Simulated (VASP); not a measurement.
The system is Hf3ZrS8.

```xyz
12
Lattice="6.3384 0.0000 0.0002 0.0000 7.3218 0.0000 -0.0012 0.0000 6.8124" Properties=species:S:1:pos:R:3 pbc="T T T"
Zr    3.1692    0.0000    0.0001
Hf    0.0000    5.4889    0.0000
Hf    3.1692    3.6609    0.0001
Hf    0.0000    1.8329    0.0000
S     4.2325    5.4786    1.4476
S     1.0583    3.6609    1.4445
S     4.2325    1.8432    1.4476
S     1.0398    0.0000    1.4473
S     5.2974    0.0000    5.3653
S     2.1047    5.4786    5.3650
S     5.2790    3.6609    5.3681
S     2.1047    1.8432    5.3650
```

Base run:

| Item | Value |
| --- | --- |
| Program | VASP 6.6.1 |
| Functional | PBEsol |
| Potentials or basis | VASP PAW PBE potentials, release 64 (Zr_sv, Hf_pv, S) |
| Cutoff | 520 eV |
| k mesh | 4 × 4 × 4 |
| Occupations | gaussian, width 0.02 eV |
| Spin | no spin polarisation |

Its results: band gap on the k mesh 1.12 eV (least direct gap 1.15 eV); pressure -2.9 GPa; largest force 0.329 eV/Å.

Question: The run is repeated on the same cell with these changes: functional from PBEsol to PBE. What comes out?

Answer: Band gap on the k mesh 1.20 eV (least direct gap 1.23 eV); pressure -0.4 GPa; largest force 0.062 eV/Å.

PBE binds less tightly than PBEsol, so the same cell stands under more pressure.

Caveats: spin-orbit coupling is left out, which moves the levels of the heavy elements; this functional lacks dispersion, which binds layers or chains, so the pressure and a relaxed spacing across them are unreliable; the PAW data sets were made with another functional, which shifts forces and pressure a little (at least some runs).

A k mesh can miss the band edges.
